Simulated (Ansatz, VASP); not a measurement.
## TaN: VASP beside Ansatz

INCAR

```
SYSTEM = TaN
PREC = Accurate
ENCUT = 520
EDIFF = 1E-6
ISMEAR = 1
SIGMA = 0.1
LREAL = .FALSE.
LASPH = .TRUE.
NELM = 100
ALGO = Normal
ISIF = 2
LWAVE = .FALSE.
LCHARG = .FALSE.
GGA = PE
NBANDS = 15
```

File KPOINTS:

```
regular mesh
0
G
  4 4 4
  0 0 0
```

The input POSCAR:

```
TaN
1.0
    3.0815710000      0.0000000000      0.0000000000
    1.5407855000      2.6687187696      0.0000000000
    1.5407855000      0.8895729232      2.5160921854
Ta N
1 1
Direct
    0.5000000000      0.5000000000      0.5000000000
    0.0000000000      0.0000000000      0.0000000000
```

Input for Ansatz:

```yaml
crystal:
  lattice:
    - [3.081571, 0.0, 0.0]
    - [1.5407855000000004, 2.668718769565416, 0.0]
    - [1.5407855000000004, 0.8895729231884723, 2.516092185386033]
  atoms:
    - { symbol: Ta, position: [0.5000000000000001, 0.5, 0.5] }
    - { symbol: "N", position: [0.0, 0.0, 0.0] }
basis:
  ecutwfc: 420.0
kpoints:
  mp_grid:
    grid: [4, 4, 4]
hamiltonian:
  xc: pbe
scf:
  occupations:
    method: cold
    width: 0.1
output:
  forces: true
  stress: true
```

Alike in both runs: task single point; functional PBE; k mesh 4 × 4 × 4; no spin polarisation.

```csv
,VASP,Ansatz
version,VASP 6.6.1,Ansatz 0.2.0
potentials or method,"VASP PAW PBE potentials, release 64 (Ta_pv, N), cutoff 520 eV","plane waves, PAW"
occupations,"methfessel-paxton of order 1, width 0.1 eV","cold, width 0.1 eV"
valence electrons in the cell,16,18
```

Ansatz gave:

| Item | Value |
| --- | --- |
| pressure (GPa) | 15.7 |

**Question.** What did VASP give for the same quantities?

**Answer.** Pressure (GPa): 16.7.

VASP's potentials hold 16 valence electrons a cell and Ansatz's 18, so a difference there can come from the potentials and not from the codes.

The k mesh is coarse, so the values compare programs but aren't converged. Spin-orbit coupling is off throughout.
